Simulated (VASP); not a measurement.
Here is a VASP 6.6.1 calculation.

POSCAR

```
Co
1.0
    2.4702072389      0.0000000000      0.0000000000
   -1.2351036194      2.1392622215      0.0000000000
    0.0000000000      0.0000000000      4.0320991147
Co
2
Direct
    0.6666666667      0.3333333333      0.7500000000
    0.3333333333      0.6666666667      0.2500000000
```

INCAR.step1

```
ALGO = Normal
EDIFF = 1E-4
ENCUT = 520
GGA = PE
ISMEAR = -1
ISPIN = 2
LASPH = T
LCHARG = F
LMAXMIX = 4
LREAL = F
LWAVE = T
MAGMOM = 2 2
NBANDS = 20
NELM = 150
PREC = Accurate
SIGMA = 0.05
```

Contents of INCAR.step2:

```
ALGO = Normal
EDIFF = 1E-7
ENCUT = 520
ISIF = 2
ISMEAR = -1
ISPIN = 2
ISTART = 1
LASPH = T
LCHARG = F
LMAXMIX = 4
LMIXTAU = T
LORBIT = 11
LREAL = F
LWAVE = F
MAGMOM = 2 2
METAGGA = R2SCAN
NBANDS = 20
NELM = 150
PREC = Accurate
SIGMA = 0.05
```

KPOINTS

```
k-points
0
Gamma
  12 12 7
```

Potentials or basis: VASP PAW PBE potentials, release 64 (Co).

The run is started by

```bash
$ cat potpaw_PBE.64/Co/POTCAR > POTCAR
$ cp INCAR.step1 INCAR
$ mpirun -np 1 vasp_std > vasp.out
$ cp INCAR.step2 INCAR
$ mpirun -np 1 vasp_std > vasp.out
```

Task: What does it give for the pressure?

Result: -0.1 GPa.

Task: What does it give for the net moment?

Result: 3.54 μB per cell.

Task: What does it give for the site moments?

Result: Co +1.83 μB.

Stress tensor (GPa, compression positive):
```
-0.03  0.00  0.00
 0.00 -0.03  0.00
 0.00  0.00 -0.29
```

Caveat: the PAW data sets were made with another functional, which shifts forces and pressure a little.
